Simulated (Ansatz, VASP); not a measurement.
# C: VASP beside Ansatz

Contents of INCAR:

```
PREC     = Accurate       # precision mode
ENCUT    = 520            # plane-wave cutoff, eV
EDIFF    = 1E-7           # SCF threshold, eV
ISMEAR   = -1             # smearing method
SIGMA    = 0.1            # smearing width, eV
LREAL    = F              # projectors in reciprocal space
LASPH    = T              # aspherical terms in the spheres
NELM     = 60             # most SCF steps
ALGO     = Normal         # electronic algorithm
ISIF     = 2              # what is computed and relaxed
LWAVE    = F              # write WAVECAR
LCHARG   = F              # write CHGCAR
NBANDS   = 16             # bands
```

File KPOINTS:

```
regular mesh
0
Gamma
  10 10 3
```

File POSCAR:

```
C
1.0
    2.4561140000      0.0000000000      0.0000000000
   -1.2280744483      2.1270470447      0.0000000000
    0.0000000000      0.0000000000      7.1732680000
C
4
Direct
    0.0833790000      0.9166210000      0.7531380000
    0.5833790000      0.4166210000      0.2468620000
    0.9166210000      0.0833790000      0.2468620000
    0.4166210000      0.5833790000      0.7531380000
```

Input for Ansatz:

```yaml
crystal:
  lattice:
    a: 2.456114
    b: 2.456114
    c: 7.173268
    alpha: 90.0
    beta: 90.0
    gamma: 120.00047
  atoms:
    - { symbol: C, position: [0.083379, 0.916621, 0.753138] }
    - { symbol: C, position: [0.583379, 0.416621, 0.246862] }
    - { symbol: C, position: [0.916621, 0.083379, 0.246862] }
    - { symbol: C, position: [0.416621, 0.583379, 0.753138] }
kpoints:
  mp_grid:
    grid: [10, 10, 3]
hamiltonian:
  xc: lda
scf:
  occupations:
    method: fermi_dirac
    width: 0.1
output:
  forces: true
  stress: true
```

Alike in both runs: task single point; functional LDA; k mesh 10 × 10 × 3; occupations fermi-dirac, width 0.1 eV; no spin polarisation.

|  | VASP | Ansatz |
| --- | --- | --- |
| version | VASP 6.6.1 | Ansatz 0.2.0 |
| potentials or method | VASP PAW LDA potentials, release 64 (C) | plane waves, PAW |
| plane-wave cutoff (eV) | 520 | 420 |
| valence electrons in the cell | 16 | 16 |

VASP gave:

| Property | Result |
| --- | --- |
| pressure (GPa) | -3.2 |
| traceless stress, the component that is largest in VASP (GPa) | 2.09 |
| rms of the force components (eV/Å) | 0.011 |

Q: What did Ansatz give for the same quantities?

A: Pressure (GPa): -3.9; traceless stress, the component that is largest in VASP (GPa): 2.96; rms of the force components (eV/Å): 0.011.

LDA's correlation is that of Perdew and Zunger in VASP and of Perdew and Wang (1992) in Ansatz. Atom by atom the forces differ by 0.000 eV/Å (rms over components).
